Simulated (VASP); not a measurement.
# As (Cmmm) in VASP: a series of runs

As is run at these levels: LDA; tasks: single point.

Everything below comes from runs of VASP 6.6.1. Logs are shortened: lines on timing, memory, paths and dates and some standing lists are left out, and cuts for length are marked.

### 1 The cell of the first run

It takes space group Cmmm (No. 65, orthorhombic). The conventional cell has a = 3.728 Å, b = 3.919 Å, c = 2.704 Å, α = 90.00°, β = 90.00°, γ = 90.00°. As (site symmetry mmm) has 6 As at 2.70 Å within 3.6 Å.

### 2 Single point, LDA

Contents of INCAR:

```
  PREC = Accurate
  ENCUT = 520
  EDIFF = 1E-6
  ISMEAR = -1
  SIGMA = 0.1
  LREAL = F
  LASPH = T
  NELM = 60
  ALGO = Normal
  ISIF = 2
  LWAVE = F
  LCHARG = F
  GGA = CA
  NBANDS = 8
```

Contents of KPOINTS:

```
regular mesh
0
Gamma
  13 13 13
```

Contents of POSCAR:

```
As
1.0
    2.7036800000     -0.0675920000      0.0000000000
   -0.0675920000      2.7036800000      0.0000000000
    0.0000000000      0.0000000000      2.7036800000
As
1
Direct
    0.5000000000      0.5000000000      0.5000000000
```

Potentials or basis: VASP PAW LDA potentials, release 64 (As).

Command:

```
$ cat potpaw_LDA.64/As/POTCAR > POTCAR
$ mpirun -np 1 vasp_std > vasp.out
```

OUTCAR:

```text
PREC = Accurate
   ENCUT = 520
   EDIFF = 1E-6
   ISMEAR = -1
   LREAL = F
   LASPH = T
   NELM = 60
   ISIF = 2
   GGA = CA

 ion  position               nearest neighbor table
   1  0.500  0.500  0.500-

  LATTYP: Found a base centered orthorhombic cell.
 ALAT       =     3.7279914012
 B/A-ratio  =     1.0512820513
 C/A-ratio  =     0.7252377243

  Lattice vectors:

 A1 = (   2.7036800000,  -0.0675920000,   0.0000000000)
 A2 = (  -0.0675920000,   2.7036800000,   0.0000000000)
 A3 = (   0.0000000000,   0.0000000000,   2.7036800000)

Analysis of symmetry for initial positions (statically):
=====================================================================
 Subroutine PRICEL returns:
 Original cell was already a primitive cell.

 Routine SETGRP: Setting up the symmetry group for a
 base centered orthorhombic supercell.

 Subroutine GETGRP returns: Found  8 space group operations
 (whereof  8 operations were pure point group operations)
 out of a pool of  8 trial point group operations.

The static configuration has the point symmetry D_2h.

Analysis of symmetry for dynamics (positions and initial velocities):
=====================================================================
 Subroutine PRICEL returns:
 Original cell was already a primitive cell.

 Routine SETGRP: Setting up the symmetry group for a
 base centered orthorhombic supercell.

 Subroutine GETGRP returns: Found  8 space group operations
 (whereof  8 operations were pure point group operations)
 out of a pool of  8 trial point group operations.

The dynamic configuration has the point symmetry D_2h.

 Subroutine INISYM returns: Found  8 space group operations
 (whereof  8 operations are pure point group operations),
 and found     1 'primitive' translations

----------------------------------------------------------------------------------------

                                     Primitive cell

  volume of cell :      19.7512

  direct lattice vectors                    reciprocal lattice vectors
     2.703680000 -0.067592000  0.000000000     0.370097567  0.009252439  0.000000000
    -0.067592000  2.703680000  0.000000000     0.009252439  0.370097567  0.000000000
     0.000000000  0.000000000  2.703680000     0.000000000  0.000000000  0.369866256

  length of vectors
     2.704524768  2.704524768  2.703680000     0.370213205  0.370213205  0.369866256

  position of ions in fractional coordinates (direct lattice)
[... 71 lines left out ...]
   ISPIN  =      1    spin polarized calculation?
   LNONCOLLINEAR =      F non collinear calculations
   LSORBIT =      F    spin-orbit coupling
   LASPH  =      T    aspherical Exc in radial PAW
   ENCUT  =  520.0 eV  38.22 Ry    6.18 a.u.   5.03  5.03  5.03*2*pi/ulx,y,z
   NELM   =     60;   NELMIN=  2; NELMDL= -5     # of ELM steps
   EDIFF  = 0.1E-05   stopping-criterion for ELM
   LREAL  =      F    real-space projection
   EDIFFG = 0.1E-04   stopping-criterion for IOM
   NSW    =      0    number of steps for IOM
   IBRION =     -1    ionic relax: 0-MD 1-quasi-New 2-CG
   NFREE  =      0    steps in history (QN), initial steepest desc. (CG)
   ISIF   =      2    stress and relaxation
   ISYM   =      2    0-nonsym 1-usesym 2-fastsym
   POTIM  = 0.5000    time-step for ionic-motion
   TEBEG  =    0.0;   TEEND  =   0.0 temperature during run
   PSTRESS=    0.0 pullay stress
   NELECT =       5.0000    total number of electrons
   NUPDOWN=      -1.0000    fix difference up-down
   EMIN   =  10.00;   EMAX   =-10.00  energy-range for DOS
   EFERMI =   0.00;   METHOD = LEGACY
   ISMEAR =    -1;   SIGMA  =   0.10  broadening in eV -4-tet -1-fermi 0-gaus
   EFERMI_NEDOS =   21; number of points for ismear=-14 and -15
   IALGO  =     38    algorithm
   IMIX   =      4    mixing-type and parameters
     AMIX     =   0.40;   BMIX     =  1.00
     AMIX_MAG =   1.60;   BMIX_MAG =  1.00
  volume/ion in A,a.u.               =      19.75       133.29
  Fermi-wavevector in a.u.,A,eV,Ry     =   1.035619  1.957036 14.592342  1.072507
  Thomas-Fermi vector in A             =   2.169971
   LORBIT       =      0    0 simple, 1 ext, 2 COOP (PROOUT), +10 PAW based schemes
   GGA     = CA    functional components
   LHFCALC =     F    Hartree Fock is set to
   AEXX    =    0.0000 exact exchange contribution
   IVDW    =     0    specifies the selected vdW correction
   LEPSILON=     F    determine dielectric tensor
   LRPA    =     F    only Hartree local field effects (RPA)
 non-spin polarized calculation
  energy-cutoff  :      520.00
  volume of cell :       19.75
 maximum number of plane-waves:       546
   NGX = 11   NGY = 11   NGZ = 11

 number of electron       5.0000002 magnetization

 Free energy of the ion-electron system (eV)
  ---------------------------------------------------
  ext. energy  EPLUGINS =         0.00000000
  ---------------------------------------------------
  free energy    TOTEN  =        -5.33168441 eV

  energy without entropy =       -5.32221247  energy(sigma->0) =       -5.32694844

 E-fermi :   6.0226     XC(G=0): -10.5947

 val. band max:        6.0209409367   @ k =  -0.3077   0.2308   0.0769
 cond. band min:       6.0402615875   @ k =   0.3077   0.1538   0.2308
 fundamental gap:      0.0193206509
 Fermi energy:         6.0226449002

 k-point     1 :       0.0000    0.0000    0.0000
  band No.  band energies     occupation
      1      -9.0401      2.00000
      2       9.9211      0.00000
      3      10.0466      0.00000
      4      10.2197      0.00000
      5      14.5324      0.00000
      6      14.5671      0.00000
      7      16.3789      0.00000
      8      30.4179      0.00000
[... 243 lines left out ...]
 k-point    24 :       0.4615    0.1538    0.0000
  band No.  band energies     occupation
      1      -5.5369      2.00000
      2      -0.4583      2.00000
      3       8.7577      0.00000
      4      12.6450      0.00000
      5      15.8045      0.00000
      6      18.8351      0.00000
      7      21.1824      0.00000
      8      21.8029      0.00000

 [... further k-points ...]
[... 5 lines left out ...]
  --------------------------------------------------------------------------------------
  -------------------------------------------------------------------------------------
  Total       -0.3094473     -0.3094473     -0.3146343      0.1811922      0.0000000      0.0000000
  in kB      -25.1016886    -25.1016886    -25.5224438     14.6979190      0.0000000      0.0000000
  external PRESSURE =     -25.2419403 kB  Pullay stress =       0.0000000 kB

 VOLUME and BASIS-vectors are now :
 -----------------------------------------------------------------------------
  energy-cutoff  :      520.00
  volume of cell :       19.75
      direct lattice vectors                 reciprocal lattice vectors
     2.703680000 -0.067592000  0.000000000     0.370097567  0.009252439  0.000000000
    -0.067592000  2.703680000  0.000000000     0.009252439  0.370097567  0.000000000
     0.000000000  0.000000000  2.703680000     0.000000000  0.000000000  0.369866256

 POSITION                                       TOTAL-FORCE (eV/Angst)
 -----------------------------------------------------------------------------------
      1.31804      1.31804      1.35184         0.000000      0.000000      0.000000
 -----------------------------------------------------------------------------------
    total drift:                                0.000000      0.000000      0.000000

  FREE ENERGIE OF THE ION-ELECTRON SYSTEM (eV)
  ---------------------------------------------------
  free  energy   TOTEN  =        -5.3316844058 eV

  energy  without entropy=       -5.3222124735  energy(sigma->0) =       -5.32694844
```

OSZICAR:

```text
N       E                     dE             d eps       ncg     rms          rms(c)
DAV:   1     0.765619227127E+01    0.76562E+01   -0.20827E+03  5568   0.458E+02
DAV:   2    -0.518096576891E+01   -0.12837E+02   -0.12386E+02  7360   0.601E+01
DAV:   3    -0.533799594373E+01   -0.15703E+00   -0.15673E+00  6456   0.917E+00
DAV:   4    -0.533818074018E+01   -0.18480E-03   -0.18477E-03  8520   0.345E-01
DAV:   5    -0.533818085017E+01   -0.10999E-06   -0.10953E-06  6536   0.492E-03    0.228E+00
DAV:   6    -0.533413018901E+01    0.40507E-02   -0.40307E-04  7304   0.148E-01    0.135E+00
DAV:   7    -0.533167688922E+01    0.24533E-02   -0.10058E-03  6048   0.230E-01    0.618E-02
DAV:   8    -0.533168405854E+01   -0.71693E-05   -0.12227E-05  8296   0.256E-02    0.758E-03
DAV:   9    -0.533168440584E+01   -0.34729E-06   -0.17795E-07  4440   0.313E-03
   1 F= -.53316844E+01 E0= -.53269484E+01  d E =-.947193E-02
```

stdout:

```text
POSCAR found type information on POSCAR As
 POSCAR found :  1 types and       1 ions
 scaLAPACK will be used
 LDA part: xc-table for (Slater(with rela. corr.)+CA(PZ))
 , standard interpolation
 POSCAR, INCAR and KPOINTS ok, starting setup
 FFT: planning ... GRIDC
 FFT: planning ... GRID_SOFT
 FFT: planning ... GRID
 WAVECAR not read
 entering main loop
```

Wall time 12 s (1 thread of Intel Xeon 6975P-C (Granite Rapids), shared host); peak memory 0.15 GiB.

What came out:

* Free energy: -5.3317 eV
* Pressure: -2.5 GPa

Levels at points of the mesh, in eV from the Fermi level:
```
           k point  band 1  band 2  band 3  band 4  band 5  band 6
(0.00, 0.00, 0.00)  -15.06    3.90    4.02    4.20    8.51    8.54
```

### 3 Single point, LDA

Contents of INCAR:

```
PREC = Accurate ; ENCUT = 520
EDIFF = 1E-7 ; ISMEAR = -1
SIGMA = 0.1 ; LREAL = False
LASPH = True ; NELM = 80
ALGO = Normal ; ISIF = 2
LWAVE = False ; LCHARG = True
LELF = True ; LVHAR = True
NBANDS = 8
```

KPOINTS is that of step 2.

Contents of POSCAR:

```
As
1.0
    2.7036800000      0.0675920000      0.0000000000
    0.0675920000      2.7036800000      0.0000000000
    0.0000000000      0.0000000000      2.7036800000
As
1
Direct
    0.5000000000      0.5000000000      0.5000000000
```

Potentials or basis: VASP PAW LDA potentials, release 64 (As).

Command:

```
$ cat potpaw_LDA.64/As/POTCAR > POTCAR
$ mpirun -np 1 vasp_std > vasp.out
```

OUTCAR:

```text
PREC = Accurate
   ENCUT = 520
   EDIFF = 1E-7
   ISMEAR = -1
   LREAL = False
   LASPH = True
   NELM = 80
   ISIF = 2

 ion  position               nearest neighbor table
   1  0.500  0.500  0.500-

  LATTYP: Found a base centered orthorhombic cell.
 ALAT       =     3.7279914012
 B/A-ratio  =     1.0512820513
 C/A-ratio  =     0.7252377243

  Lattice vectors:

 A1 = (  -0.0675920000,  -2.7036800000,   0.0000000000)
 A2 = (   2.7036800000,   0.0675920000,   0.0000000000)
 A3 = (   0.0000000000,   0.0000000000,   2.7036800000)

Analysis of symmetry for initial positions (statically):
=====================================================================
 Subroutine PRICEL returns:
 Original cell was already a primitive cell.

 Routine SETGRP: Setting up the symmetry group for a
 base centered orthorhombic supercell.

 Subroutine GETGRP returns: Found  8 space group operations
 (whereof  8 operations were pure point group operations)
 out of a pool of  8 trial point group operations.

The static configuration has the point symmetry D_2h.

Analysis of symmetry for dynamics (positions and initial velocities):
[... 153 lines left out ...]

  energy without entropy =       -5.32221239  energy(sigma->0) =       -5.32694841

 E-fermi :   6.0226     XC(G=0): -10.5947

 val. band max:        6.0208854517   @ k =   0.3077   0.2308   0.0769
 cond. band min:       6.0401970425   @ k =  -0.3077   0.1538   0.2308
 fundamental gap:      0.0193115908
 Fermi energy:         6.0225851943

 k-point     1 :       0.0000    0.0000    0.0000
  band No.  band energies     occupation
      1      -9.0402      2.00000
      2       9.9210      0.00000
      3      10.0465      0.00000
      4      10.2196      0.00000
      5      14.5323      0.00000
      6      14.5670      0.00000
      7      16.3791      0.00000
      8      30.4171      0.00000
[... 243 lines left out ...]
 k-point    24 :       0.4615    0.1538    0.0000
  band No.  band energies     occupation
      1      -5.6005      2.00000
      2      -0.3563      2.00000
      3       9.0130      0.00000
      4      12.6153      0.00000
      5      15.3421      0.00000
      6      18.7290      0.00000
      7      21.2485      0.00000
      8      21.6926      0.00000

 [... further k-points ...]
[... 5 lines left out ...]
  --------------------------------------------------------------------------------------
  -------------------------------------------------------------------------------------
  Total       -0.3091583     -0.3091583     -0.3144408     -0.1811856      0.0000000      0.0000000
  in kB      -25.0782417    -25.0782417    -25.5067463    -14.6973770      0.0000000      0.0000000
  external PRESSURE =     -25.2210766 kB  Pullay stress =       0.0000000 kB

 VOLUME and BASIS-vectors are now :
 -----------------------------------------------------------------------------
  energy-cutoff  :      520.00
  volume of cell :       19.75
      direct lattice vectors                 reciprocal lattice vectors
     2.703680000  0.067592000  0.000000000     0.370097567 -0.009252439  0.000000000
     0.067592000  2.703680000  0.000000000    -0.009252439  0.370097567  0.000000000
     0.000000000  0.000000000  2.703680000     0.000000000  0.000000000  0.369866256

 POSITION                                       TOTAL-FORCE (eV/Angst)
 -----------------------------------------------------------------------------------
      1.38564      1.38564      1.35184         0.000000      0.000000      0.000000
 -----------------------------------------------------------------------------------
    total drift:                                0.000000      0.000000      0.000000

  FREE ENERGIE OF THE ION-ELECTRON SYSTEM (eV)
  ---------------------------------------------------
  free  energy   TOTEN  =        -5.3316844312 eV

  energy  without entropy=       -5.3222123872  energy(sigma->0) =       -5.32694841
```

OSZICAR:

```text
N       E                     dE             d eps       ncg     rms          rms(c)
DAV:   1     0.724720683203E+01    0.72472E+01   -0.20384E+03  5584   0.454E+02
DAV:   2    -0.518878802709E+01   -0.12436E+02   -0.11997E+02  7288   0.593E+01
DAV:   3    -0.533801698959E+01   -0.14923E+00   -0.14902E+00  6544   0.895E+00
DAV:   4    -0.533818075287E+01   -0.16376E-03   -0.16376E-03  8368   0.333E-01
DAV:   5    -0.533818084985E+01   -0.96975E-07   -0.96789E-07  6480   0.495E-03    0.228E+00
DAV:   6    -0.533413018906E+01    0.40507E-02   -0.40307E-04  7232   0.148E-01    0.135E+00
DAV:   7    -0.533167688743E+01    0.24533E-02   -0.10057E-03  5992   0.230E-01    0.618E-02
DAV:   8    -0.533168405915E+01   -0.71717E-05   -0.12255E-05  8392   0.256E-02    0.758E-03
DAV:   9    -0.533168440566E+01   -0.34652E-06   -0.17930E-07  6496   0.312E-03    0.121E-03
DAV:  10    -0.533168443122E+01   -0.25560E-07   -0.24284E-08  5800   0.869E-04
   1 F= -.53316844E+01 E0= -.53269484E+01  d E =-.947204E-02
```

It took 16 s on 1 thread of Intel Xeon 6975P-C (Granite Rapids), shared host; peak memory 0.15 GiB.

Results:

```yaml
Free_energy: -5.3317 eV
Pressure: -2.5 GPa
```

Levels at points of the mesh, in eV from the Fermi level:
```
           k point  band 1  band 2  band 3  band 4  band 5  band 6  band 7  band 8
(0.00, 0.00, 0.00)  -15.06    3.90    4.02    4.20    8.51    8.54   10.36   24.39
```
